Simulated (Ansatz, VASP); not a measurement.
**One calculation of Be3Cd2S, two programs**

The input INCAR:

```
SYSTEM = Be3Cd2S
  PREC = Accurate
  ENCUT = 520
  EDIFF = 1E-6
  ISMEAR = 0
  SIGMA = 0.1
  LREAL = .False.
  LASPH = .True.
  NELM = 60
  ALGO = Normal
  ISIF = 2
  LWAVE = .False.
  LCHARG = .False.
  GGA = PE
  NBANDS = 27
```

KPOINTS

```
regular mesh
0
Gamma
  6 6 2
  0 0 0
```

POSCAR

```
Be3Cd2S
1.0
    3.9898703800      0.0000000000      0.0000000000
   -1.9949351900      3.4553291100      0.0000000000
    0.0000000000      0.0000000000      8.6917278200
Be Cd S
3 2 1
Direct
    0.6666666700      0.3333333300      0.5000000000
    0.0000000000      0.0000000000      0.0000000000
    0.0000000000      0.0000000000      0.5000000000
    0.3333333300      0.6666666700      0.2516720000
    0.3333333300      0.6666666700      0.7483280000
    0.6666666700      0.3333333300      0.0000000000
```

Input for Ansatz:

```yaml
crystal:
  lattice:
    - [3.98987038, 0.0, 0.0]
    - [-1.99493519, 3.45532911, 0.0]
    - [0.0, 0.0, 8.69172782]
  atoms:
    - { symbol: Be, position: [0.66666667, 0.33333333, 0.5] }
    - { symbol: Be, position: [0.0, 0.0, 0.0] }
    - { symbol: Be, position: [0.0, 0.0, 0.5] }
    - { symbol: Cd, position: [0.33333333, 0.66666667, 0.251672] }
    - { symbol: Cd, position: [0.33333333, 0.66666667, 0.748328] }
    - { symbol: S, position: [0.66666667, 0.33333333, 0.0] }
basis:
  ecutwfc: 420
kpoints:
  mp_grid: { grid: [6, 6, 2] }
hamiltonian:
  xc: pbe
scf:
  occupations: { method: gaussian, width: 0.1 }
  lower_state_search: "off"
output:
  forces: true
  stress: true
  eigenvalues: true
```

Change from the starting cell: species swapped into the Sr2Al3Ge type (P-6m2, No. 187).

Alike in both runs: task single point; functional PBE; k mesh 6 × 6 × 2; occupations gaussian, width 0.1 eV; no spin polarisation.

|  | VASP | Ansatz |
| --- | --- | --- |
| version | VASP 6.6.1 | Ansatz 0.2.0 |
| potentials or method | VASP PAW PBE potentials, release 64 (Be, Cd, S), cutoff 520 eV | scalar-relativistic, plane waves, PAW |
| valence electrons in the cell | 36 | 52 |

|  | VASP | Ansatz | Ansatz less VASP |
| --- | --- | --- | --- |
| gap on the k mesh at the Fermi level (eV) | none | none | - |
| pressure (GPa) | -7.5 | -7.6 | -0.09 |
| traceless stress, the component that is largest in VASP (GPa) | 3.18 | 3.18 | -0.007 |
| rms of the force components (eV/Å) | 0.426 | 0.424 | -0.0013 |

Atom by atom the forces differ by 0.001 eV/Å (rms over components). A gap of «none» marks a metal or a gap that the smearing closes. With one functional, cell and mesh, what is left measures potentials, basis and numerics. VASP's potentials hold 36 valence electrons a cell and Ansatz's 52, so a difference there can come from the potentials and not from the codes.

The k mesh is coarse, so the values compare programs but aren't converged.
